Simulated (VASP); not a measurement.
The system is AlNi3.

```
Al Ni
1.0
     0.00918    2.80870    2.80147
     2.80352    0.00613    2.80452
     2.81058    2.81882   -0.00094
Al Ni
1 3
Direct
  0.51799 0.47545 0.48120
  0.23471 0.21297 0.23590
  0.05270 0.96234 0.03015
  0.77290 0.72066 0.80167
```

Base run:

* Program: VASP 6.6.1
* Functional: PBEsol
* Potentials or basis: VASP PAW PBE potentials, release 64 (Al, Ni)
* Cutoff: 520 eV
* k mesh: 10 × 10 × 10
* Occupations: gaussian, width 0.1 eV
* Spin: no spin polarisation

Its results: band gap on the k mesh zero (an odd number of electrons rules out a gap without spin polarisation); pressure 8.0 GPa; largest force 3.626 eV/Å.

Question: The run is repeated on the same cell with these changes: k mesh from 10 × 10 × 10 to 1 × 1 × 1; further incar settings from ALGO = Fast; EDIFF = 1e-07; NBANDS = 24 to ALGO = Normal; EDIFF = 1e-07; NBANDS = 24. What comes out?

Answer: Band gap on the k mesh zero (an odd number of electrons rules out a gap without spin polarisation); pressure 9.7 GPa; largest force 2.160 eV/Å.

Caveats: some runs use coarse meshes; the PAW data sets were made with another functional, which shifts forces and pressure a little; the cell stands under pressure (at least some runs).
